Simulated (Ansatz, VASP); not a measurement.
## One calculation of Fe, two programs

```
Fe
1.0
    -1.44300    1.44300    1.44300
     1.44300   -1.44300    1.44300
     1.44300    1.44300   -1.44300
Fe
1
Cartesian
  0.0000 0.0000 0.0000
```

Alike in both runs: task relaxation of cell and atoms; functional RPBE; dispersion D4; k mesh 13 × 13 × 13; occupations fermi-dirac, width 0.05 eV; collinear spin.

|  | VASP | Ansatz |
| --- | --- | --- |
| version | VASP 6.6.1 | Ansatz 0.2.0 |
| potentials or method | VASP PAW PBE potentials, release 64 (Fe), cutoff 600 eV | all-electron LAPW, scalar-relativistic |

```csv
,VASP,Ansatz,Ansatz less VASP
net moment per atom (μB),2.12,2.10,-0.020
size of the moment on the site where the two differ most (μB),2.12,2.17,+0.045
relaxed volume (Å³/atom),11.09,11.10,+0.008
relaxed cell length with the largest relative difference (Å),2.433,2.434,+0.0006
```

VASP's potentials were made for PBE, not for RPBE. Site moments also hang on the region over which each program counts them. Ansatz ran all-electron here, and VASP with PAW potentials.
